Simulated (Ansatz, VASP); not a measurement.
Two plane-wave programs on TePb

```
Te Pb
1.0
     0.00000    3.21621    3.21621
     3.21621    0.00000    3.21621
     3.21621    3.21621    0.00000
Te Pb
1 1
Cartesian
  3.2162 3.2162 3.2162
  0.0000 0.0000 0.0000
```

Change from the starting cell: volume scaled by 0.99, PAW files.

Alike in both runs: task electric field gradients; functional PBEsol; k mesh 10 × 10 × 10; occupations fermi-dirac, width 0.03 eV; no spin polarisation.

|  | VASP | Ansatz |
| --- | --- | --- |
| version | VASP 6.6.1 | Ansatz 0.2.0 |
| potentials or method | VASP PAW PBE potentials, release 64 (Te, Pb_d) | PAW with Ansatz's default frozen-core files, scalar-relativistic |
| plane-wave cutoff (eV) | 520 | 420 |
| valence electrons in the cell | 20 | 30 |

|  | VASP | Ansatz | Ansatz less VASP |
| --- | --- | --- | --- |
| pressure (GPa) | 0.2 | 0.2 | +0.02 |

VASP's potentials were made for PBE, not for PBEsol. With one functional, cell and mesh, what is left measures potentials, basis and numerics. VASP's potentials hold 20 valence electrons a cell and Ansatz's 30, so a difference there can come from the potentials and not from the codes.

Spin-orbit coupling is off throughout.
